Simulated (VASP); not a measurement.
Write the native input for VASP 6.6.1 that does the following.

```
Task                   : single point
Functional             : r2SCAN
Potentials or basis    : VASP PAW PBE potentials, release 64 (Na_pv, Zn, Cl)
Cutoff                 : 520 eV
k mesh                 : 6 × 6 × 6
Occupations            : gaussian, width 0.01 eV
Spin                   : no spin polarisation
Dipole correction      : no
Further INCAR settings : ALGO = Normal; EDIFF = 1e-06; NBANDS = 28
```

NaZnCl3:

```
Na Zn Cl
1.0
     4.85803    0.00000    0.00000
     0.00000    4.85803    0.00000
     0.00000    0.00000    4.80945
Na Zn Cl
1 1 3
Direct
  0.00000 0.00000 0.00000
  0.50000 0.50000 0.50000
  0.50000 0.50000 0.00000
  0.50000 0.00000 0.50000
  0.00000 0.50000 0.50000
```

This cell differs from its parent crystal: uniaxial z strain -1.0%.

The input as run:

POSCAR

```
NaZnCl3
1.0
    4.8580332447      0.0000000000      0.0000000000
    0.0000000000      4.8580332447      0.0000000000
    0.0000000000      0.0000000000      4.8094529123
Na Zn Cl
1 1 3
Direct
    0.0000000000      0.0000000000      0.0000000000
    0.5000000000      0.5000000000      0.5000000000
    0.5000000000      0.5000000000      0.0000000000
    0.5000000000      0.0000000000      0.5000000000
    0.0000000000      0.5000000000      0.5000000000
```

INCAR.step1

```
  PREC = Accurate
  ENCUT = 520
  ISMEAR = 0
  SIGMA = 0.01
  LREAL = F
  LASPH = T
  NELM = 100
  NBANDS = 28
  GGA = PE
  ALGO = Normal
  EDIFF = 1E-4
  LWAVE = T
  LCHARG = F
```

INCAR.step2

```
  PREC = Accurate
  ENCUT = 520
  EDIFF = 1E-6
  ISMEAR = 0
  SIGMA = 0.01
  LREAL = F
  LASPH = T
  NELM = 100
  ALGO = Normal
  ISIF = 2
  LWAVE = F
  LCHARG = F
  METAGGA = R2SCAN
  LMIXTAU = T
  NBANDS = 28
  ISTART = 1
```

KPOINTS

```
regular mesh
0
Gamma
  6 6 6
```

Potentials or basis: VASP PAW PBE potentials, release 64 (Na_pv, Zn, Cl).

Command:

```bash
$ cat potpaw_PBE.64/Na_pv/POTCAR potpaw_PBE.64/Zn/POTCAR potpaw_PBE.64/Cl/POTCAR > POTCAR
$ cp INCAR.step1 INCAR
$ mpirun -np 1 vasp_std > vasp.out
$ cp INCAR.step2 INCAR
$ mpirun -np 1 vasp_std > vasp.out
```

It gave:

```
Pressure               : 0.5 GPa
Band gap on the k mesh : 2.34 eV (least direct gap 2.99 eV)
```

Caveat: the cell differs from its parent crystal (uniaxial z strain -1.0%); the PAW data sets were made with another functional, which shifts forces and pressure a little.

Run time: 2.6 min on 1 thread of Intel(R) Xeon(R) 6975P-C (Granite Rapids), on a shared host, peak memory 0.29 GiB.
